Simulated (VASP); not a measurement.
Here is a VASP 6.6.1 calculation.

File INCAR:

```
SYSTEM = CaO
ALGO = Normal
EDIFF = 1E-7
ENCUT = 520
GGA = PS
ISIF = 2
ISMEAR = 0
LASPH = .TRUE.
LCHARG = .TRUE.
LELF = .TRUE.
LREAL = .FALSE.
LVHAR = .TRUE.
LWAVE = .FALSE.
NBANDS = 24
NELM = 60
PREC = Accurate
SIGMA = 0.05
```

Contents of KPOINTS:

```
k-points
0
G
  9 9 6
  0 0 0
```

Contents of POSCAR:

```
CaO
1.0
    3.9919758245      0.0000000000      0.0000000000
   -1.9959879122      3.4571524753      0.0000000000
    0.0000000000      0.0000000000      4.7848400100
Ca O
2 2
Direct
    0.2971764091      0.6485882046      0.7500000000
    0.6305097425      0.3152548712      0.2500000000
    0.3333333333      0.6666666667      0.2500000000
    0.6666666667      0.3333333333      0.7500000000
```

Potentials or basis: VASP PAW PBE potentials, release 64 (Ca_sv, O).

Run with:

```sh
$ cat potpaw_PBE.64/Ca_sv/POTCAR potpaw_PBE.64/O/POTCAR > POTCAR
$ mpirun -np 1 vasp_std > vasp.out
```

Task: Predict the band gap on the k mesh.

Result: 3.06 eV.

Task: What does it give for the pressure?

Result: -1.2 GPa.

Stress tensor (GPa, compression positive):
```
-0.66  0.21  0.00
 0.21 -0.91  0.00
 0.00  0.00 -2.11
```

Caveat: the cell differs from its parent crystal (all Ca atoms moved +0.125 Å, as atom 1 towards its neighbour atom 4 (O) at 2.305 Å); the PAW data sets were made with another functional, which shifts forces and pressure a little; an odd mesh through Γ misses points on the zone boundary, where band edges can lie.
